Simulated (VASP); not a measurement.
Here is a VASP 6.6.1 calculation.

INCAR

```
PREC     = Accurate       # precision mode
ENCUT    = 520            # plane-wave cutoff, eV
EDIFF    = 1E-6           # SCF threshold, eV
ISMEAR   = 0              # smearing method
SIGMA    = 0.1            # smearing width, eV
LREAL    = F              # projectors in reciprocal space
LASPH    = T              # aspherical terms in the spheres
NELM     = 100            # most SCF steps
ALGO     = Normal         # electronic algorithm
ISIF     = 2              # what is computed and relaxed
LWAVE    = F              # write WAVECAR
LCHARG   = T              # write CHGCAR
GGA      = PE             # functional
LELF     = T              # ELF
LVHAR    = T            
NBANDS   = 45             # bands
```

KPOINTS

```
Automatic mesh
0
Gamma
  4 4 4
```

Contents of POSCAR:

```
Ta2Mo
1.0
    0.0000000000      3.8055380194      3.8055380194
    3.8055380194      0.0000000000      3.8055380194
    3.8055380194      3.8055380194      0.0000000000
Ta Mo
4 2
Direct
    0.6250000000      0.6250000000      0.1250000000
    0.6250000000      0.1250000000      0.6250000000
    0.6250000000      0.6250000000      0.6250000000
    0.1250000000      0.6250000000      0.6250000000
    0.2500000000      0.2500000000      0.2500000000
    0.0000000000      0.0000000000      0.0000000000
```

Potentials or basis: VASP PAW PBE potentials, release 64 (Ta_pv, Mo_sv).

Command:

```sh
$ cat potpaw_PBE.64/Ta_pv/POTCAR potpaw_PBE.64/Mo_sv/POTCAR > POTCAR
$ mpirun -np 1 vasp_std > vasp.out
```

Task: Predict the pressure.

Result: -0.1 GPa.

Task: Predict the band gap on the k mesh.

Result: Zero (band 36 reaches 7.29 eV, above the bottom of band 37 at 6.89 eV).

Caveat: spin-orbit coupling is left out, which moves the levels of the heavy elements.
